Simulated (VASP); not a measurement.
# Ga (I4/mmm) in VASP: a series of runs

Ga is run at these levels: LDA; tasks: electric field gradients.

Program: VASP 6.6.1. These are calculated values, not measurements. Logs are shortened: lines on timing, memory, paths and dates and some standing lists are left out, and cuts for length are marked.

## (1) The cell of the first run

Symmetry: I4/mmm, No. 139, tetragonal system. The conventional cell has a = 2.863 Å, b = 2.863 Å, c = 4.545 Å, α = 90.00°, β = 90.00°, γ = 90.00°. Ga (site symmetry 4/mmm) has 12 Ga at 2.86 to 3.04 Å within 3.8 Å.

## (2) Electric field gradients, LDA (volume scaled by 1.06)

INCAR

```
SYSTEM = Ga
ALGO = Normal
EDIFF = 1E-8
ENCUT = 520
ISIF = 2
ISMEAR = -1
ISYM = 0
LASPH = .True.
LCHARG = .False.
LEFG = .True.
LREAL = .False.
LWAVE = .False.
NBANDS = 12
NELM = 80
PREC = Accurate
SIGMA = 0.05
```

KPOINTS

```
k-points
0
Gamma
  14 14 16
  0 0 0
```

POSCAR

```
Ga
1.0
   -1.4315364027      1.4315364027      2.2727169812
    1.4315364027     -1.4315364027      2.2727169812
    1.4315364027      1.4315364027     -2.2727169812
Ga
1
Direct
    0.0000000000      0.0000000000      0.0000000000
```

Potentials or basis: VASP PAW LDA potentials, release 64 (Ga_d).

On the command line:

```console
cat potpaw_LDA.64/Ga_d/POTCAR > POTCAR
mpirun -np 1 vasp_std > vasp.out
```

OUTCAR:

```text
SYSTEM = Ga
   EDIFF = 1E-8
   ENCUT = 520
   ISIF = 2
   ISMEAR = -1
   ISYM = 0
   LASPH = .True.
   LREAL = .False.
   NELM = 80
   PREC = Accurate

 ion  position               nearest neighbor table
   1  0.000  0.000  0.000-

IMPORTANT INFORMATION: All symmetrisations will be switched off!
NOSYMM: (Re-)initialisation of all symmetry stuff for point group C_1.

----------------------------------------------------------------------------------------

                                     Primitive cell

  volume of cell :      18.6299

  direct lattice vectors                    reciprocal lattice vectors
    -1.431536403  1.431536403  2.272716981     0.000000000  0.349275086  0.220000996
     1.431536403 -1.431536403  2.272716981     0.349275086  0.000000000  0.220000996
     1.431536403  1.431536403 -2.272716981     0.349275086  0.349275086  0.000000000

  length of vectors
     3.043654944  3.043654944  3.043654944     0.412787505  0.412787505  0.493949563

  position of ions in fractional coordinates (direct lattice)
     0.000000000  0.000000000  0.000000000

  ion indices of the primitive-cell ions
   primitive index   ion index
                 1           1

----------------------------------------------------------------------------------------

 KPOINTS: k-points

Automatic generation of k-mesh.
 Grid dimensions read from file:
 generate k-points for:   14   14   16

 Generating k-lattice:

  Cartesian coordinates                     Fractional coordinates (reciprocal lattice)
     0.000000000  0.024948220  0.015714357     0.071428571 -0.000000000  0.000000000
     0.024948220  0.000000000  0.015714357    -0.000000000  0.071428571  0.000000000
     0.021829693  0.021829693  0.000000000     0.000000000  0.000000000  0.062500000

  Length of vectors
     0.029484822  0.029484822  0.030871848

  Shift w.r.t. Gamma in fractional coordinates (k-lattice)
     0.000000000  0.000000000  0.000000000

 -----------------------------------------------------------------------------
|                                                                             |
|           W    W    AA    RRRRR   N    N  II  N    N   GGGG   !!!           |
|           W    W   A  A   R    R  NN   N  II  NN   N  G    G  !!!           |
|           W    W  A    A  R    R  N N  N  II  N N  N  G       !!!           |
|           W WW W  AAAAAA  RRRRR   N  N N  II  N  N N  G  GGG   !            |
|           WW  WW  A    A  R   R   N   NN  II  N   NN  G    G                |
|           W    W  A    A  R    R  N    N  II  N    N   GGGG   !!!           |
|                                                                             |
|     Your reciprocal lattice and k-lattice belong to different lattice       |
|     classes:                                                                |
|                                                                             |
|        The reciprocal lattice is body-centered tetragonal,                  |
|        whereas your k-lattice is base-centered monoclinic.                  |
|                                                                             |
|     Results are often still useful ...                                      |
|                                                                             |
 -----------------------------------------------------------------------------

 WARNING: IBZKPT: internal override: KBLOWUP is changed to .FALSE.
      ... skipping the blow-up phase ...

 Subroutine IBZKPT returns following result:
 ===========================================

 Found   1572 irreducible k-points:

 Following reciprocal coordinates:
            Coordinates               Weight
  0.000000  0.000000  0.000000      1.000000
  0.071429  0.000000  0.000000      2.000000
  0.142857  0.000000 -0.000000      2.000000
  0.214286  0.000000  0.000000      2.000000
  0.285714 -0.000000  0.000000      2.000000
  0.357143  0.000000 -0.000000      2.000000
[... 16 lines left out ...]
  0.000000  0.142857 -0.000000      2.000000
  0.071429  0.142857  0.000000      2.000000
 [... further k-points ...]
   k-points           NKPTS =   1572   k-points in BZ     NKDIM =   1572   number of bands    NBANDS=     12
   number of dos      NEDOS =    301   number of ions     NIONS =      1
   total plane-waves  NPLWV =  13824
   dimension x,y,z NGX =    24 NGY =   24 NGZ =   24
   dimension x,y,z NGXF=    48 NGYF=   48 NGZF=   48
   ions per type =               1
   NGX,Y,Z   is equivalent  to a cutoff of  13.11, 13.11, 13.11 a.u.
   NGXF,Y,Z  is equivalent  to a cutoff of  26.22, 26.22, 26.22 a.u.
 SYSTEM =  Ga
   PREC   = accura    normal or accurate (medium, high low for compatibility)
   ISTART =      0    job   : 0-new  1-cont  2-samecut
   ICHARG =      2    charge: 1-file 2-atom 10-const
   ISPIN  =      1    spin polarized calculation?
   LNONCOLLINEAR =      F non collinear calculations
   LSORBIT =      F    spin-orbit coupling
   LASPH  =      T    aspherical Exc in radial PAW
   ENCUT  =  520.0 eV  38.22 Ry    6.18 a.u.   5.66  5.66  5.66*2*pi/ulx,y,z
   NELM   =     80;   NELMIN=  2; NELMDL= -5     # of ELM steps
   EDIFF  = 0.1E-07   stopping-criterion for ELM
   LREAL  =      F    real-space projection
   EDIFFG = 0.1E-06   stopping-criterion for IOM
   NSW    =      0    number of steps for IOM
   IBRION =     -1    ionic relax: 0-MD 1-quasi-New 2-CG
   NFREE  =      0    steps in history (QN), initial steepest desc. (CG)
   ISIF   =      2    stress and relaxation
   ISYM   =      0    0-nonsym 1-usesym 2-fastsym
   POTIM  = 0.5000    time-step for ionic-motion
   TEBEG  =    0.0;   TEEND  =   0.0 temperature during run
   PSTRESS=    0.0 pullay stress
   NELECT =      13.0000    total number of electrons
   NUPDOWN=      -1.0000    fix difference up-down
   EMIN   =  10.00;   EMAX   =-10.00  energy-range for DOS
   EFERMI =   0.00;   METHOD = LEGACY
   ISMEAR =    -1;   SIGMA  =   0.05  broadening in eV -4-tet -1-fermi 0-gaus
   EFERMI_NEDOS =   21; number of points for ismear=-14 and -15
   IALGO  =     38    algorithm
   IMIX   =      4    mixing-type and parameters
     AMIX     =   0.40;   BMIX     =  1.00
     AMIX_MAG =   1.60;   BMIX_MAG =  1.00
  volume/ion in A,a.u.               =      18.63       125.72
  Fermi-wavevector in a.u.,A,eV,Ry     =   1.452064  2.744004 28.687765  2.108491
  Thomas-Fermi vector in A             =   2.569489
   LORBIT       =      0    0 simple, 1 ext, 2 COOP (PROOUT), +10 PAW based schemes
   GGA     = CA    functional components
   LHFCALC =     F    Hartree Fock is set to
   AEXX    =    0.0000 exact exchange contribution
   IVDW    =     0    specifies the selected vdW correction
   LEPSILON=     F    determine dielectric tensor
   LRPA    =     F    only Hartree local field effects (RPA)
 non-spin polarized calculation
  energy-cutoff  :      520.00
  volume of cell :       18.63
 maximum number of plane-waves:       517
   NGX = 11   NGY = 11   NGZ = 11

 number of electron      13.0000002 magnetization

 Free energy of the ion-electron system (eV)
  ---------------------------------------------------
  ext. energy  EPLUGINS =         0.00000000
  ---------------------------------------------------
  free energy    TOTEN  =        -3.54214009 eV

  energy without entropy =       -3.53886928  energy(sigma->0) =       -3.54050468

 E-fermi :   5.4129     XC(G=0): -11.3928

 val. band max:        5.4063288666   @ k =   0.3571  -0.2143   0.4375
 cond. band min:       5.4149604715   @ k =  -0.3571   0.4286   0.1250
 fundamental gap:      0.0086316049
 Fermi energy:         5.4129464804

 k-point     1 :       0.0000    0.0000    0.0000
  band No.  band energies     occupation
      1      -9.6611      2.00000
      2      -9.5460      2.00000
      3      -9.5455      2.00000
      4      -9.5269      2.00000
      5      -9.4040      2.00000
      6      -5.7274      2.00000
      7      17.5912      0.00000
      8      17.6261      0.00000
      9      17.6268      0.00000
     10      21.3787      0.00000
     11      21.6567      0.00000
     12      22.0356      0.00000

 k-point     2 :       0.0714    0.0000    0.0000
  band No.  band energies     occupation
      1      -9.6543      2.00000
      2      -9.5481      2.00000
      3      -9.5403      2.00000
      4      -9.5245      2.00000
      5      -9.4072      2.00000
      6      -5.5947      2.00000
      7      16.1044      0.00000
      8      17.1961      0.00000
      9      17.4816      0.00000
     10      20.5318      0.00000
     11      21.9184      0.00000
     12      22.3994      0.00000
[... 316 lines left out ...]
 k-point    24 :       0.0714    0.1429    0.0000
  band No.  band energies     occupation
      1      -9.6376      2.00000
      2      -9.5558      2.00000
      3      -9.5277      2.00000
      4      -9.5015      2.00000
      5      -9.4135      2.00000
      6      -4.9075      2.00000
      7      12.6082      0.00000
      8      14.8483      0.00000
      9      16.8362      0.00000
     10      20.2250      0.00000
     11      20.8991      0.00000
     12      22.9400      0.00000

 [... further k-points ...]
[... 5 lines left out ...]
  --------------------------------------------------------------------------------------
  -------------------------------------------------------------------------------------
  Total       -0.5224417     -0.5224415     -0.5191399     -0.0172533      0.0133181      0.0133180
  in kB      -44.9301949    -44.9301752    -44.6462379     -1.4837945      1.1453654      1.1453540
  external PRESSURE =     -44.8355360 kB  Pullay stress =       0.0000000 kB

 VOLUME and BASIS-vectors are now :
 -----------------------------------------------------------------------------
  energy-cutoff  :      520.00
  volume of cell :       18.63
      direct lattice vectors                 reciprocal lattice vectors
    -1.431536403  1.431536403  2.272716981     0.000000000  0.349275086  0.220000996
     1.431536403 -1.431536403  2.272716981     0.349275086  0.000000000  0.220000996
     1.431536403  1.431536403 -2.272716981     0.349275086  0.349275086  0.000000000

 POSITION                                       TOTAL-FORCE (eV/Angst)
 -----------------------------------------------------------------------------------
      0.00000      0.00000      0.00000        -0.000000      0.000000      0.000000
 -----------------------------------------------------------------------------------
    total drift:                               -0.000000      0.000000      0.000000

  FREE ENERGIE OF THE ION-ELECTRON SYSTEM (eV)
  ---------------------------------------------------
  free  energy   TOTEN  =        -3.5421400887 eV

  energy  without entropy=       -3.5388692791  energy(sigma->0) =       -3.54050468

 Electric field gradients (V/A^2)
---------------------------------------------------------------------
 ion       V_xx      V_yy      V_zz      V_xy      V_xz      V_yz
---------------------------------------------------------------------
   1      -9.838    -9.838    19.676     0.814     0.439     0.439
---------------------------------------------------------------------

 Electric field gradients after diagonalization (V/A^2)
 (convention: |V_zz| > |V_xx| > |V_yy|)
----------------------------------------------------------------------
 ion       V_xx      V_yy      V_zz     asymmetry (V_yy - V_xx)/ V_zz
----------------------------------------------------------------------
   1     -10.652    -9.037    19.690       0.082
----------------------------------------------------------------------

           NMR quadrupolar parameters

 Cq : quadrupolar parameter    Cq=e*Q*V_zz/h
 eta: asymmetry parameters     (V_yy - V_xx)/ V_zz
 Q  : nuclear electric quadrupole moment in mb (millibarn)
----------------------------------------------------------------------
 ion       Cq(MHz)       eta       Q (mb)
----------------------------------------------------------------------
   1       0.048       0.082       1.000
----------------------------------------------------------------------
```

Run time: 85 s. Hardware: 1 thread of Intel Xeon 6975P-C (Granite Rapids), shared host; peak memory 0.42 GiB.

What came out:

```yaml
Free_energy: -3.5421 eV
Pressure: -4.5 GPa
```

Stress tensor (GPa, compression positive):
```
-4.49 -0.15  0.11
-0.15 -4.49  0.11
 0.11  0.11 -4.46
```

Electric field gradients, principal values (V/Å²):
```tsv
atom	least	middle	greatest (by size)
1 Ga	-9.037	-10.652	19.690
```

Caveat: without QUAD_EFG the Cq values of the log hold for a quadrupole moment of 1 mb, not for the nuclei.

(Continued in part 2 of 2.)
